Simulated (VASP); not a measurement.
Ga: single point with PBE

The system is Ga.

```xyz
2
Lattice="2.7217 0.0000 0.0000 0.0000 3.2146 0.0000 -1.3160 0.0000 3.9088" Properties=species:S:1:pos:R:3 pbc="T T T"
Ga   -0.6472    2.4110    3.0104
Ga    2.0529    0.8037    0.8984
```

| Quantity | Value |
| --- | --- |
| Program | VASP 6.6.1 |
| Task | single point |
| Functional | PBE |
| Potentials or basis | VASP PAW PBE potentials, release 64 (Ga_d) |
| Cutoff | 520 eV |
| k mesh | 10 × 8 × 7 |
| Occupations | fermi-dirac, width 0.05 eV |
| Spin | no spin polarisation |
| Dipole correction | no |
| Further INCAR settings | ALGO = Normal; EDIFF = 1e-06; NBANDS = 20 |

- Pressure: 7.6 GPa
- Largest force: 0.112 eV/Å
- Band gap on the k mesh: zero (bands 13 and 14 overlap by 8.78 eV)

Forces in eV/Å, atoms in the order of the input:
```
Ga  -0.002  0.000 -0.112
Ga   0.002  0.000  0.112
```

Stress tensor (GPa, compression positive):
```
 8.54  0.00 -0.44
 0.00  6.39  0.00
-0.44  0.00  7.99
```

Levels at points of the mesh, in eV from the Fermi level:
| k point | band 10 | band 11 | band 12 | band 13 | band 14 | band 15 | band 16 | band 17 |
| --- | --- | --- | --- | --- | --- | --- | --- | --- |
| (0.00, 0.00, 0.00) | -14.71 | -11.93 | -2.30 | -1.30 | 1.82 | 5.71 | 9.60 | 10.80 |
| (0.50, 0.00, 0.00) | -14.75 | -6.46 | -5.61 | -1.56 | 0.30 | 6.47 | 6.95 | 9.09 |
| (0.00, 0.50, 0.00) | -14.78 | -8.17 | -8.17 | 1.74 | 1.74 | 2.81 | 2.81 | 12.13 |
| (0.50, 0.50, 0.00) | -14.74 | -3.00 | -3.00 | -1.80 | -1.80 | 2.20 | 2.20 | 4.70 |

Run time: 28 s on 1 thread of Intel(R) Xeon(R) 6975P-C (Granite Rapids), on a shared host, peak memory 0.21 GiB.

Caveat: the cell stands under pressure.
